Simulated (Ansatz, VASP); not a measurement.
# MgO: VASP beside Ansatz

```
Mg O
1.0
     0.00000    2.10217    2.06012
     2.10217    0.00000    2.06012
     2.10217    2.10217    0.00000
Mg O
1 1
Direct
  0.00000 0.00000 0.00000
  0.50000 0.50000 0.50000
```

Change from the starting cell: uniaxial_z strain -2.0%.

Alike in both runs: task single point; functional PBE; k mesh 10 × 10 × 10; occupations fermi-dirac, width 0.02 eV; no spin polarisation.

|  | VASP | Ansatz |
| --- | --- | --- |
| version | VASP 6.6.1 | Ansatz 0.2.0 |
| potentials or method | VASP PAW PBE potentials, release 64 (Mg, O) | plane waves, PAW |
| plane-wave cutoff (eV) | 520 | 420 |
| valence electrons in the cell | 8 | 16 |

Ansatz gave:

* gap on the k mesh at the Fermi level (eV): 4.98
* pressure (GPa): 9.4
* traceless stress, the component that is largest in VASP (GPa): 3.39

**Question.** Estimate VASP's values.

**Answer.** gap on the k mesh at the Fermi level (eV): 4.96; pressure (GPa): 8.7; traceless stress, the component that is largest in VASP (GPa): 3.42.

With one functional, cell and mesh, what is left measures potentials, basis and numerics. VASP's potentials hold 8 valence electrons a cell and Ansatz's 16, so a difference there can come from the potentials and not from the codes.
